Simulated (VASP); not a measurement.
The system is P.

```xyz
2
Lattice="1.7257 0.9963 3.1297 -1.7257 0.9963 3.1297 0.0000 -1.9927 3.1297" Properties=species:S:1:pos:R:3 pbc="T T T"
P     0.0000    0.0000    2.1321
P     0.0000    0.0000    7.2570
```

| Item | Value |
| --- | --- |
| Program | VASP 6.6.1 |
| Task | relaxation of cell and atoms |
| Functional | PBE |
| Dispersion | D3(BJ) |
| Potentials or basis | VASP PAW PBE potentials, release 64 (P) |
| Cutoff | 600 eV |
| k mesh | 15 × 15 × 15 |
| Occupations | gaussian, width 0.1 eV |
| Spin | no spin polarisation |

At the start: pressure -2.9 GPa; volume 16.14 Å³/atom.

Q: Where does the relaxation end?

A: Over 13 steps the energy falls by 23.2 meV/atom and the volume is 14.80 Å³/atom (-8.3 %); space group R-3m (No. 166, to 0.05 Å).

The path:
```tsv
step	energy change (eV)	largest force (eV/Å)	pressure (GPa)	volume (Å³)
1	0.0000	0.2381	-2.92	32.29
2	-0.0203	0.3399	0.10	30.93
3	-0.0219	0.3730	1.22	30.49
4	-0.0363	0.1165	0.50	30.14
5	-0.0421	0.1183	-0.31	29.73
6	-0.0458	0.0472	0.24	29.49
7	-0.0461	0.0229	0.42	29.41
8	-0.0463	0.0396	-0.20	29.59
9	-0.0464	0.0362	-0.07	29.55
10	-0.0465	0.0083	0.02	29.56
11	-0.0465	0.0020	0.04	29.56
12	-0.0465	0.0014	0.00	29.59
13	-0.0465	0.0009	-0.03	29.61
```

Final structure:
```cif
data_structure
_symmetry_space_group_name_H-M 'P 1'
_symmetry_Int_Tables_number 1
_cell_length_a 3.5226
_cell_length_b 3.5226
_cell_length_c 3.5226
_cell_angle_alpha 58.167
_cell_angle_beta 58.167
_cell_angle_gamma 58.167
_cell_volume 29.61
loop_
_atom_site_label
_atom_site_type_symbol
_atom_site_fract_x
_atom_site_fract_y
_atom_site_fract_z
_atom_site_occupancy
P1 P 0.23361 0.23361 0.23361 1
P2 P 0.76640 0.76640 0.76640 1
```

Caveat: pairwise dispersion overbinds metals, which lowers pressure and volume.
